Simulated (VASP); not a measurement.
Set up this calculation in VASP 6.6.1, as the native input.

```yaml
Task: single point
Functional: LDA
Potentials_or_basis: VASP PAW LDA potentials, release 64 (Bi_d, Te)
Cutoff: 520 eV
k_mesh: 7 × 7 × 7
Occupations: methfessel-paxton, width 0.05 eV
Spin: no spin polarisation
Dipole_correction: no
Further_INCAR_settings: ALGO = Normal; EDIFF = 1e-06; NBANDS = 18
```

The structure of BiTe lies in POSCAR:

```
BiTe
1.0
    2.4227100000      1.3987500000      3.3172900000
   -2.4227100000      1.3987500000      3.3172900000
    0.0000000000     -2.7975000000      3.3172900000
Bi Te
1 1
Direct
    0.5000000000      0.5000000000      0.5000000000
    0.0000000000      0.0000000000      0.0000000000
```

The input as run:

INCAR

```
ALGO     = Normal         # electronic algorithm
EDIFF    = 1E-6           # SCF threshold, eV
ENCUT    = 520            # plane-wave cutoff, eV
ISIF     = 2              # what is computed and relaxed
ISMEAR   = 1              # smearing method
LASPH    = T              # aspherical terms in the spheres
LCHARG   = F              # write CHGCAR
LREAL    = F              # projectors in reciprocal space
LWAVE    = F              # write WAVECAR
NBANDS   = 18             # bands
NELM     = 100            # most SCF steps
PREC     = Accurate       # precision mode
SIGMA    = 0.05           # smearing width, eV
```

KPOINTS

```
k-points
0
Gamma
  7 7 7
```

Potentials or basis: VASP PAW LDA potentials, release 64 (Bi_d, Te).

Launch:

```sh
$ cat potpaw_LDA.64/Bi_d/POTCAR potpaw_LDA.64/Te/POTCAR > POTCAR
$ mpirun -np 1 vasp_std > vasp.out
```

It gave:

* Pressure: -3.3 GPa

It took 28 s on 1 thread of Intel Xeon 6975P-C, on a shared host, peak memory 0.19 GiB.
